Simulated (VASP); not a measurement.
# Ge (Pmma) in VASP: notebook, part 3 of 3

VASP 6.6.1. Earlier steps stand in the parts before.

### Step 4. Single point, PBEsol (mode 1 (-8.0 1/cm) frozen in, largest displacement -0.200 Å)

INCAR

```
PREC = Accurate ; ENCUT = 520
EDIFF = 1E-6 ; ISMEAR = 0
SIGMA = 0.15 ; LREAL = False
LASPH = True ; NELM = 60
ALGO = Normal ; ISIF = 2
LWAVE = False ; LCHARG = True
GGA = PS ; LELF = True
LVHAR = True ; NBANDS = 21
```

KPOINTS

```
Automatic mesh
0
Gamma
  22 22 12
```

POSCAR

```
Ge
1.0
    0.0000000000      0.0000000000     -2.6427277821
    2.7652112298      0.0000000000      0.0000000000
    0.0000000000     -5.0390024825      0.0000000000
Ge
2
Direct
    0.0000000000      0.5723272052      0.0000000000
    0.0000000000     -0.0723272052      0.5000000000
```

Potentials or basis: VASP PAW PBE potentials, release 64 (Ge_d).

Started as:

```sh
cat potpaw_PBE.64/Ge_d/POTCAR > POTCAR
mpirun -np 1 vasp_std > vasp.out
```

OUTCAR:

```text
PREC = Accurate
   ENCUT = 520
   EDIFF = 1E-6
   ISMEAR = 0
   LREAL = False
   LASPH = True
   NELM = 60
   ISIF = 2
   GGA = PS

 ion  position               nearest neighbor table
   1  0.000  0.572  0.000-   2 2.70   2 2.70
   2  0.000  0.928  0.500-   1 2.70   1 2.70

  LATTYP: Found a simple orthorhombic cell.
 ALAT       =     2.6427277821
 B/A-ratio  =     1.0463473569
 C/A-ratio  =     1.9067429179

  Lattice vectors:

 A1 = (   0.0000000000,   0.0000000000,  -2.6427277821)
 A2 = (   2.7652112298,   0.0000000000,   0.0000000000)
 A3 = (   0.0000000000,  -5.0390024825,   0.0000000000)

Analysis of symmetry for initial positions (statically):
=====================================================================
 Subroutine PRICEL returns:
 Original cell was already a primitive cell.

 Routine SETGRP: Setting up the symmetry group for a
 simple orthorhombic supercell.

 Subroutine GETGRP returns: Found  8 space group operations
[... 154 lines left out ...]
 maximum number of plane-waves:      1016
 NGX is ok and might be reduce to    20
   NGX =  9   NGY = 11   NGZ = 19

 number of electron      27.9999976 magnetization

 Free energy of the ion-electron system (eV)
  ---------------------------------------------------
  ext. energy  EPLUGINS =         0.00000000
  ---------------------------------------------------
  free energy    TOTEN  =        -9.50477612 eV

  energy without entropy =       -9.49556517  energy(sigma->0) =       -9.50017064

 E-fermi :   6.7501     XC(G=0): -11.4932

 val. band max:        6.7496955372   @ k =   0.4091   0.2727   0.0833
 cond. band min:       6.7505892369   @ k =   0.3182   0.4545   0.0833
 fundamental gap:      0.0008936998
 Fermi energy:         6.7500545614

 k-point     1 :       0.0000    0.0000    0.0000
  band No.  band energies     occupation
      1     -17.9791      2.00000
      2     -17.9581      2.00000
      3     -17.9044      2.00000
      4     -17.8269      2.00000
      5     -17.8170      2.00000
      6     -17.7661      2.00000
[... 565 lines left out ...]
     20      19.9443      0.00000
     21      22.3184      0.00000

 [... further k-points ...]
[... 5 lines left out ...]
  --------------------------------------------------------------------------------------
  -------------------------------------------------------------------------------------
  Total        0.1570096      0.2791105     -0.0690187      0.0000000      0.0000000      0.0000000
  in kB        6.8314261     12.1439926     -3.0029760      0.0000000      0.0000000      0.0000000
  external PRESSURE =       5.3241476 kB  Pullay stress =       0.0000000 kB

 VOLUME and BASIS-vectors are now :
 -----------------------------------------------------------------------------
  energy-cutoff  :      520.00
  volume of cell :       36.82
      direct lattice vectors                 reciprocal lattice vectors
     0.000000000  0.000000000 -2.642727782     0.000000000  0.000000000 -0.378396900
     2.765211230  0.000000000  0.000000000     0.361636026  0.000000000  0.000000000
     0.000000000 -5.039002482  0.000000000     0.000000000 -0.198451976  0.000000000

 POSITION                                       TOTAL-FORCE (eV/Angst)
 -----------------------------------------------------------------------------------
      1.58261      0.00000      0.00000        -0.036462      0.000000      0.000000
      2.56521     -2.51950      0.00000         0.036462      0.000000      0.000000
 -----------------------------------------------------------------------------------
    total drift:                                0.000000      0.000000     -0.000000

  FREE ENERGIE OF THE ION-ELECTRON SYSTEM (eV)
  ---------------------------------------------------
  free  energy   TOTEN  =        -9.5047761179 eV

  energy  without entropy=       -9.4955651661  energy(sigma->0) =       -9.50017064
```

OSZICAR:

```text
N       E                     dE             d eps       ncg     rms          rms(c)
DAV:   1     0.174931635771E+03    0.17493E+03   -0.14025E+04 48138   0.385E+03
DAV:   2     0.142663035889E+02   -0.16067E+03   -0.15580E+03 42569   0.593E+02
DAV:   3    -0.890486002846E+01   -0.23171E+02   -0.22979E+02 48285   0.133E+02
DAV:   4    -0.954048330860E+01   -0.63562E+00   -0.63513E+00 47515   0.256E+01
DAV:   5    -0.954978437127E+01   -0.93011E-02   -0.93008E-02 48266   0.338E+00    0.217E+00
DAV:   6    -0.951745304289E+01    0.32331E-01   -0.32388E-02 57899   0.319E+00    0.118E+00
DAV:   7    -0.950527707180E+01    0.12176E-01   -0.17616E-02 57890   0.205E+00    0.137E-01
DAV:   8    -0.950477399731E+01    0.50307E-03   -0.23819E-03 51819   0.899E-01    0.420E-02
DAV:   9    -0.950477602906E+01   -0.20317E-05   -0.61515E-05 53422   0.970E-02    0.850E-03
DAV:  10    -0.950477611791E+01   -0.88857E-07   -0.36275E-06 46421   0.247E-02
   1 F= -.95047761E+01 E0= -.95001706E+01  d E =-.921095E-02
```

stdout:

```text
POSCAR found type information on POSCAR Ge
 POSCAR found :  1 types and       2 ions
 scaLAPACK will be used
 -----------------------------------------------------------------------------
|                                                                             |
|                                                                             |
|     You enforced a specific xc type in the INCAR file but a different       |
|     I HOPE YOU KNOW WHAT YOU ARE DOING!                                     |
|                                                                             |
 -----------------------------------------------------------------------------

 LDA part: xc-table for (Slater+PW92), standard interpolation
 POSCAR, INCAR and KPOINTS ok, starting setup
 FFT: planning ... GRIDC
 FFT: planning ... GRID_SOFT
 FFT: planning ... GRID
 WAVECAR not read
 entering main loop
```

Wall time 3.2 min (1 thread of Intel Xeon 6975P-C (Granite Rapids), shared host); peak memory 0.65 GiB.

What came out:

- Free energy: -9.5048 eV
- Pressure: 0.5 GPa
- Largest force: 0.036 eV/Å
- Band gap on the k mesh: zero (band 14 reaches 12.28 eV, above the bottom of band 15 at 4.46 eV)

Forces on the atoms (eV/Å):
```
Ge  -0.036  0.000  0.000
Ge   0.036  0.000  0.000
```

Stress tensor (GPa, compression positive):
```
 0.68  0.00  0.00
 0.00  1.21  0.00
 0.00  0.00 -0.30
```

Caveat: the cell differs from its parent crystal (mode 1 (-8.0 1/cm) frozen in, largest displacement -0.200 Å); the PAW data sets were made with another functional, which shifts forces and pressure a little.
